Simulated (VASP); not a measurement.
# Sn (P6_3/mmc) in VASP: single point with r2SCAN

Aim: the single point of Sn with r2SCAN.

Everything below comes from runs of VASP 6.6.1. Logs are shortened: lines on timing, memory, paths and dates and some standing lists are left out, and cuts for length are marked.

**1. The cell of the first run**

The structure is hexagonal, space group P6_3/mmc (No. 194). The conventional cell has a = 3.342 Å, b = 3.342 Å, c = 5.580 Å, α = 90.00°, β = 90.00°, γ = 120.00°. Within 4.4 Å of Sn (site symmetry -6m2) lie 12 Sn at 3.34 to 3.39 Å.

**2. Single point, r2SCAN**

POSCAR reads:

```
Sn
1.0
    3.3424475689      0.0000000000      0.0000000000
   -1.6712237844      2.8946445054      0.0000000000
    0.0000000000      0.0000000000      5.5796202936
Sn
2
Direct
    0.3333333333      0.6666666667      0.2500000000
    0.6666666667      0.3333333333      0.7500000000
```

INCAR.step1 reads:

```
  PREC = Accurate
  ENCUT = 520
  ISMEAR = -1
  SIGMA = 0.1
  LREAL = False
  LASPH = True
  NELM = 100
  NBANDS = 21
  GGA = PE
  ALGO = Normal
  EDIFF = 1E-4
  LWAVE = True
  LCHARG = False
```

INCAR.step2 reads:

```
  PREC = Accurate
  ENCUT = 520
  EDIFF = 1E-6
  ISMEAR = -1
  SIGMA = 0.1
  LREAL = False
  LASPH = True
  NELM = 100
  ALGO = Normal
  ISIF = 2
  LWAVE = False
  LCHARG = False
  METAGGA = R2SCAN
  LMIXTAU = True
  NBANDS = 21
  ISTART = 1
```

KPOINTS reads:

```
Automatic mesh
0
Gamma
  6 6 3
```

Potentials or basis: VASP PAW PBE potentials, release 64 (Sn_d).

Launch:

```console
> cat potpaw_PBE.64/Sn_d/POTCAR > POTCAR
> cp INCAR.step1 INCAR
> mpirun -np 1 vasp_std > vasp.out
> cp INCAR.step2 INCAR
> mpirun -np 1 vasp_std > vasp.out
```

OUTCAR:

```text
PREC = Accurate
   ENCUT = 520
   EDIFF = 1E-6
   ISMEAR = -1
   LREAL = False
   LASPH = True
   NELM = 100
   ISIF = 2
   METAGGA = R2SCAN
   ISTART = 1

 ion  position               nearest neighbor table
   1  0.333  0.667  0.250-   2 3.39   2 3.39   2 3.39   2 3.39   2 3.39   2 3.39
   2  0.667  0.333  0.750-   1 3.39   1 3.39   1 3.39   1 3.39   1 3.39   1 3.39

  LATTYP: Found a hexagonal cell.
 ALAT       =     3.3424475689
 C/A-ratio  =     1.6693217107

  Lattice vectors:

 A1 = (   3.3424475689,   0.0000000000,   0.0000000000)
 A2 = (  -1.6712237844,   2.8946445054,   0.0000000000)
 A3 = (   0.0000000000,   0.0000000000,   5.5796202936)

Analysis of symmetry for initial positions (statically):
=====================================================================
 Subroutine PRICEL returns:
 Original cell was already a primitive cell.

 Routine SETGRP: Setting up the symmetry group for a
 hexagonal supercell.

 Subroutine GETGRP returns: Found 24 space group operations
 (whereof 12 operations were pure point group operations)
 out of a pool of 24 trial point group operations.

The static configuration has the point symmetry D_3d.
 The point group associated with its full space group is D_6h.

Analysis of symmetry for dynamics (positions and initial velocities):
=====================================================================
 Subroutine PRICEL returns:
 Original cell was already a primitive cell.

 Routine SETGRP: Setting up the symmetry group for a
 hexagonal supercell.

 Subroutine GETGRP returns: Found 24 space group operations
 (whereof 12 operations were pure point group operations)
 out of a pool of 24 trial point group operations.

The dynamic configuration has the point symmetry D_3d.
 The point group associated with its full space group is D_6h.

 Subroutine INISYM returns: Found 24 space group operations
 (whereof 12 operations are pure point group operations),
 and found     1 'primitive' translations

----------------------------------------------------------------------------------------

                                     Primitive cell

  volume of cell :      53.9839

  direct lattice vectors                    reciprocal lattice vectors
     3.342447569  0.000000000  0.000000000     0.299181956  0.172732783  0.000000000
    -1.671223784  2.894644505  0.000000000     0.000000000  0.345465565  0.000000000
     0.000000000  0.000000000  5.579620294     0.000000000  0.000000000  0.179223665

  length of vectors
     3.342447569  3.342447569  5.579620294     0.345465565  0.345465565  0.179223665

  position of ions in fractional coordinates (direct lattice)
     0.333333333  0.666666667  0.250000000
     0.666666667  0.333333333  0.750000000

  ion indices of the primitive-cell ions
   primitive index   ion index
                 1           1
                 2           2

----------------------------------------------------------------------------------------

 KPOINTS: Automatic mesh

Automatic generation of k-mesh.
 Grid dimensions read from file:
 generate k-points for:    6    6    3

 Generating k-lattice:

  Cartesian coordinates                     Fractional coordinates (reciprocal lattice)
     0.049863659  0.028788797  0.000000000     0.166666667 -0.000000000  0.000000000
     0.000000000  0.057577594  0.000000000     0.000000000  0.166666667  0.000000000
     0.000000000  0.000000000  0.059741222     0.000000000  0.000000000  0.333333333

  Length of vectors
     0.057577594  0.057577594  0.059741222

  Shift w.r.t. Gamma in fractional coordinates (k-lattice)
     0.000000000  0.000000000  0.000000000

 Subroutine IBZKPT returns following result:
 ===========================================

 Found     14 irreducible k-points:

 Following reciprocal coordinates:
            Coordinates               Weight
  0.000000  0.000000  0.000000      1.000000
  0.166667 -0.000000  0.000000      6.000000
  0.333333  0.000000  0.000000      6.000000
  0.500000  0.000000  0.000000      3.000000
  0.166667  0.166667  0.000000      6.000000
  0.333333  0.166667  0.000000     12.000000
  0.333333  0.333333  0.000000      2.000000
  0.000000  0.000000  0.333333      2.000000
  0.166667 -0.000000  0.333333     12.000000
  0.333333  0.000000  0.333333     12.000000
  0.500000  0.000000  0.333333      6.000000
  0.166667  0.166667  0.333333     12.000000
  0.333333  0.166667  0.333333     24.000000
  0.333333  0.333333  0.333333      4.000000
   k-points           NKPTS =     14   k-points in BZ     NKDIM =     14   number of bands    NBANDS=     21
   number of dos      NEDOS =    301   number of ions     NIONS =      2
   total plane-waves  NPLWV =  32928
   dimension x,y,z NGX =    28 NGY =   28 NGZ =   42
   dimension x,y,z NGXF=    56 NGYF=   56 NGZF=   84
   ions per type =               2
   NGX,Y,Z   is equivalent  to a cutoff of  13.93, 13.93, 12.51 a.u.
   NGXF,Y,Z  is equivalent  to a cutoff of  27.85, 27.85, 25.03 a.u.
 SYSTEM =  unknown system
   PREC   = accura    normal or accurate (medium, high low for compatibility)
   ISTART =      1    job   : 0-new  1-cont  2-samecut
   ICHARG =      0    charge: 1-file 2-atom 10-const
   ISPIN  =      1    spin polarized calculation?
   LNONCOLLINEAR =      F non collinear calculations
   LSORBIT =      F    spin-orbit coupling
   LASPH  =      T    aspherical Exc in radial PAW
   ENCUT  =  520.0 eV  38.22 Ry    6.18 a.u.   6.21  6.21 10.37*2*pi/ulx,y,z
   NELM   =    100;   NELMIN=  2; NELMDL=  0     # of ELM steps
   EDIFF  = 0.1E-05   stopping-criterion for ELM
   LREAL  =      F    real-space projection
   EDIFFG = 0.1E-04   stopping-criterion for IOM
   NSW    =      0    number of steps for IOM
   IBRION =     -1    ionic relax: 0-MD 1-quasi-New 2-CG
   NFREE  =      0    steps in history (QN), initial steepest desc. (CG)
   ISIF   =      2    stress and relaxation
   ISYM   =      2    0-nonsym 1-usesym 2-fastsym
   POTIM  = 0.5000    time-step for ionic-motion
   TEBEG  =    0.0;   TEEND  =   0.0 temperature during run
   PSTRESS=    0.0 pullay stress
   NELECT =      28.0000    total number of electrons
   NUPDOWN=      -1.0000    fix difference up-down
   EMIN   =  10.00;   EMAX   =-10.00  energy-range for DOS
   EFERMI =   0.00;   METHOD = LEGACY
   ISMEAR =    -1;   SIGMA  =   0.10  broadening in eV -4-tet -1-fermi 0-gaus
   EFERMI_NEDOS =   21; number of points for ismear=-14 and -15
   IALGO  =     38    algorithm
   IMIX   =      4    mixing-type and parameters
     AMIX     =   0.40;   BMIX     =  1.00
     AMIX_MAG =   1.60;   BMIX_MAG =  1.00
  volume/ion in A,a.u.               =      26.99       182.15
  Fermi-wavevector in a.u.,A,eV,Ry     =   1.315344  2.485640 23.539845  1.730130
  Thomas-Fermi vector in A             =   2.445533
   LORBIT       =      0    0 simple, 1 ext, 2 COOP (PROOUT), +10 PAW based schemes
   METAGGA = R2SCAN    functional components
   LHFCALC =     F    Hartree Fock is set to
   AEXX    =    0.0000 exact exchange contribution
   IVDW    =     0    specifies the selected vdW correction
   LEPSILON=     F    determine dielectric tensor
   LRPA    =     F    only Hartree local field effects (RPA)
 non-spin polarized calculation
  energy-cutoff  :      520.00
  volume of cell :       53.98
 maximum number of plane-waves:      1473
 NGX is ok and might be reduce to    28
   NGX = 13   NGY = 13   NGZ = 21

 number of electron      28.0000007 magnetization

 Free energy of the ion-electron system (eV)
  ---------------------------------------------------
  ext. energy  EPLUGINS =         0.00000000
  ---------------------------------------------------
  free energy    TOTEN  =       -48.98954689 eV

  energy without entropy =      -48.94808825  energy(sigma->0) =      -48.96881757

 E-fermi :   8.1250     XC(G=0): -11.3085

 val. band max:        7.9735958238   @ k =   0.1667   0.1667   0.0000
 cond. band min:       8.1667058936   @ k =   0.3333   0.1667   0.3333
 fundamental gap:      0.1931100698
 Fermi energy:         8.1249962215

 k-point     1 :       0.0000    0.0000    0.0000
  band No.  band energies     occupation
      1     -14.0952      2.00000
      2     -14.0940      2.00000
      3     -14.0940      2.00000
      4     -14.0904      2.00000
      5     -14.0831      2.00000
      6     -14.0830      2.00000
[... 13 lines left out ...]
     20      18.7052      0.00000
     21      20.7538      0.00000

 k-point     2 :       0.1667   -0.0000    0.0000
  band No.  band energies     occupation
      1     -14.1257      2.00000
      2     -14.0908      2.00000
      3     -14.0684      2.00000
      4     -14.0529      2.00000
      5     -14.0436      2.00000
      6     -14.0427      2.00000
[... 13 lines left out ...]
     20      18.7696      0.00000
     21      20.0171      0.00000

 k-point     3 :       0.3333    0.0000    0.0000
  band No.  band energies     occupation
      1     -14.1690      2.00000
      2     -14.1044      2.00000
      3     -14.0873      2.00000
      4     -14.0610      2.00000
      5     -14.0183      2.00000
      6     -13.9958      2.00000
[... 13 lines left out ...]
     20      18.0422      0.00000
     21      19.4758      0.00000
[... 217 lines left out ...]
 k-point    13 :       0.3333    0.1667    0.3333
  band No.  band energies     occupation
      1     -14.1263      2.00000
      2     -14.1071      2.00000
      3     -14.0887      2.00000
      4     -14.0643      2.00000
      5     -14.0482      2.00000
      6     -13.9805      2.00000
[... 13 lines left out ...]
     20      17.8325      0.00000
     21      18.5507      0.00000

 k-point    14 :       0.3333    0.3333    0.3333
  band No.  band energies     occupation
      1     -14.0890      2.00000
      2     -14.0890      2.00000
      3     -14.0828      2.00000
      4     -14.0196      2.00000
      5     -14.0157      2.00000
      6     -14.0157      2.00000
[... 13 lines left out ...]
     20      18.8676      0.00000
     21      18.8676      0.00000

------------------------ aborting loop because EDIFF is reached ----------------------------------------

  FORCE on cell =-STRESS in cart. coord.  units (eV):
  Direction    XX          YY          ZZ          XY          YZ          ZX
  --------------------------------------------------------------------------------------
  -------------------------------------------------------------------------------------
  Total        0.3007013      0.3007013      0.3443525      0.0000000      0.0000000      0.0000000
  in kB        8.9244493      8.9244493     10.2199631      0.0000000      0.0000000      0.0000000
  external PRESSURE =       9.3562872 kB  Pullay stress =       0.0000000 kB

 VOLUME and BASIS-vectors are now :
 -----------------------------------------------------------------------------
  energy-cutoff  :      520.00
  volume of cell :       53.98
      direct lattice vectors                 reciprocal lattice vectors
     3.342447569  0.000000000  0.000000000     0.299181956  0.172732783  0.000000000
    -1.671223784  2.894644505  0.000000000     0.000000000  0.345465565  0.000000000
     0.000000000  0.000000000  5.579620294     0.000000000  0.000000000  0.179223665

 POSITION                                       TOTAL-FORCE (eV/Angst)
 -----------------------------------------------------------------------------------
     -0.00000      1.92976      1.39491        -0.000000      0.000000      0.000000
      1.67122      0.96488      4.18472         0.000000     -0.000000      0.000000
 -----------------------------------------------------------------------------------
    total drift:                               -0.000000      0.000000      0.000000

  FREE ENERGIE OF THE ION-ELECTRON SYSTEM (eV)
  ---------------------------------------------------
  free  energy   TOTEN  =       -48.9895468903 eV

  energy  without entropy=      -48.9480882510  energy(sigma->0) =      -48.96881757
```

Wall time 30 s (1 thread of Intel Xeon 6975P-C (Granite Rapids), shared host); peak memory 0.18 GiB.

What came out:

```yaml
Free_energy: -48.9895 eV
Pressure: 0.9 GPa
Band_gap_on_the_k_mesh: zero (band 14 reaches 14.54 eV, above the bottom of band 15 at 5.54 eV)
```

Stress tensor (GPa, compression positive):
```
0.89 0.00 0.00
0.00 0.89 0.00
0.00 0.00 1.02
```

Caveat: the k points lie up to 0.38 Å⁻¹ apart; the PAW data sets were made with another functional, which shifts forces and pressure a little; spin-orbit coupling is left out, which moves the levels of the heavy elements.
